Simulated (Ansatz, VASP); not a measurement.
**One calculation of AlCu, two programs**

```
Al Cu
1.0
     2.99751    0.00000    0.00000
     0.00000    2.99751    0.00000
     0.00000    0.00000    2.99751
Al Cu
1 1
Direct
  0.00000 0.00000 0.00000
  0.50000 0.50000 0.56255
```

Change from the starting cell: all Cu atoms moved +0.188 Å, as atom 2 along Cartesian [0 0 1].

Alike in both runs: task single point; functional r2SCAN; k mesh 16 × 16 × 16; occupations gaussian, width 0.15 eV; no spin polarisation.

```csv
,VASP,Ansatz
version,VASP 6.6.1,Ansatz 0.2.0
potentials or method,"VASP PAW PBE potentials, release 64 (Al, Cu), cutoff 520 eV","scalar-relativistic, plane waves, PAW"
valence electrons in the cell,14,22
```

```tsv
	VASP	Ansatz	Ansatz less VASP
gap on the k mesh at the Fermi level (eV)	none	none	-
pressure (GPa)	-3.3	-3.3	-0.01
traceless stress, the component that is largest in VASP (GPa)	-0.79	-0.78	+0.003
rms of the force components (eV/Å)	0.432	0.432	+0.0001
```

VASP's potentials were made for PBE, not for r2SCAN. Atom by atom the forces differ by 0.000 eV/Å (rms over components). A gap of «none» marks a metal or a gap that the smearing closes. VASP's potentials hold 14 valence electrons a cell and Ansatz's 22, so a difference there can come from the potentials and not from the codes.
